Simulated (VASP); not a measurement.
## AlRu: single point with PBEsol

The system is AlRu.

```
CELL_PARAMETERS angstrom
2.95117 0.00000 0.00000
0.00000 2.95117 0.00000
0.00000 0.00000 2.95117
ATOMIC_POSITIONS crystal
Al 0.00000 0.00000 0.00000
Ru 0.50000 0.50000 0.50000
```

```yaml
Program: VASP 6.6.1
Task: single point
Functional: PBEsol
Potentials_or_basis: VASP PAW PBE potentials, release 64 (Al, Ru_pv)
Cutoff: 520 eV
k_mesh: 10 × 10 × 10
Occupations: fermi-dirac, width 0.05 eV
Spin: no spin polarisation
Dipole_correction: no
Further_INCAR_settings: ALGO = Normal; EDIFF = 1e-06; NBANDS = 16
```

```yaml
Pressure: 6.0 GPa
```

Levels at points of the mesh, in eV from the Fermi level:
```
           k point  band 5  band 6  band 7  band 8  band 9  band 10  band 11  band 12  band 13  band 14
(0.00, 0.00, 0.00)   -3.85   -3.85    0.18    0.18    0.18     6.25     6.25     6.25    11.22    11.22
(0.50, 0.00, 0.00)   -5.56   -3.00   -1.71   -1.71    0.45     2.41     7.40    11.19    11.19    11.97
(0.50, 0.50, 0.00)   -3.29   -1.41   -1.41   -1.27   -1.27     1.60     5.52     6.68    10.91    11.97
(0.50, 0.50, 0.50)   -4.89   -4.89    1.70    1.70    2.84     4.18     4.18     4.18     8.95     8.95
```

It took 8 s on 1 thread of Intel Xeon 6975P-C, on a shared host, peak memory 0.15 GiB.

Caveat: the PAW data sets were made with another functional, which shifts forces and pressure a little.
